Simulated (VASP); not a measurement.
## Sc: single point with PBEsol

Crystal: Sc.

```xyz
1
Lattice="1.6238 1.6238 1.6238 -1.6238 1.6238 1.6238 -1.6238 -1.6238 1.6238" Properties=species:S:1:pos:R:3 pbc="T T T"
Sc    0.0000    0.0000    0.0000
```

```json
{"Program": "VASP 6.6.1", "Task": "single point", "Functional": "PBEsol", "Potentials or basis": "VASP PAW PBE potentials, release 64 (Sc_sv)", "Cutoff": "520 eV", "k mesh": "9 × 9 × 9", "Occupations": "gaussian, width 0.05 eV", "Spin": "no spin polarisation", "Dipole correction": "no", "Further INCAR settings": "ALGO = Normal; EDIFF = 1e-07; NBANDS = 12"}
```

The pressure is 30.2 GPa.

Levels at points of the mesh, in eV from the Fermi level:
```
           k point  band 3  band 4  band 5  band 6  band 7  band 8
(0.00, 0.00, 0.00)  -26.56  -26.56   -5.64    1.94    1.94    1.94
```

It took 12 s on 1 thread of AMD EPYC 7R13 Processor (Zen 3), on a shared host, peak memory 0.1 GiB.

Caveat: the PAW data sets were made with another functional, which shifts forces and pressure a little.
